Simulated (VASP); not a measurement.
A run of VASP 6.6.1 is set up as follows.

Contents of INCAR:

```
  ALGO = Normal
  EDIFF = 1E-6
  EDIFFG = -0.01
  ENCUT = 600
  IBRION = 2
  ISIF = 3
  ISMEAR = -1
  ISPIN = 2
  LASPH = T
  LCHARG = F
  LMAXMIX = 4
  LORBIT = 11
  LREAL = F
  LWAVE = F
  MAGMOM = 1 1
  NELM = 150
  NSW = 60
  PREC = Accurate
  SIGMA = 0.05
```

The input KPOINTS:

```
k-points
0
Gamma
  12 12 7
```

Contents of POSCAR:

```
Ni
1.0
    2.4480228978      0.0000000000      0.0000000000
   -1.2240114489      2.1200500186      0.0000000000
    0.0000000000      0.0000000000      4.0728075700
Ni
2
Direct
    0.6666666667      0.3333333333      0.7500000000
    0.3333333333      0.6666666667      0.2500000000
```

Potentials or basis: VASP PAW LDA potentials, release 64 (Ni).

Launch:

```console
$ cat potpaw_LDA.64/Ni/POTCAR > POTCAR
$ mpirun -np 1 vasp_std > vasp.out
```

Task: Estimate the relaxed volume.

Result: 10.04 Å³/atom.

Task: Estimate the site moments.

Result: Ni +0.56 μB.

Task: What does it give for the net moment?

Result: 1.13 μB per cell.

Task: What does it give for the relaxed cell?

Result: a = 2.418 Å, b = 2.418 Å, c = 3.968 Å, α = 90.00°, β = 90.00°, γ = 120.00°.

Step by step:
```tsv
step	energy change (eV)	largest force (eV/Å)	pressure (GPa)	volume (Å³)
1	0.0000	0.0000	-11.09	21.14
2	0.0148	0.0000	16.48	18.98
3	-0.0389	0.0000	-0.01	20.10
4	-0.0389	0.0000	0.27	20.08
5	-0.0397	0.0000	0.15	20.09
6	-0.0397	0.0000	0.11	20.09
7	-0.0397	0.0000	0.11	20.09
8	-0.0397	0.0000	0.21	20.09
9	-0.0397	0.0000	0.23	20.09
10	-0.0397	0.0000	0.10	20.09
```
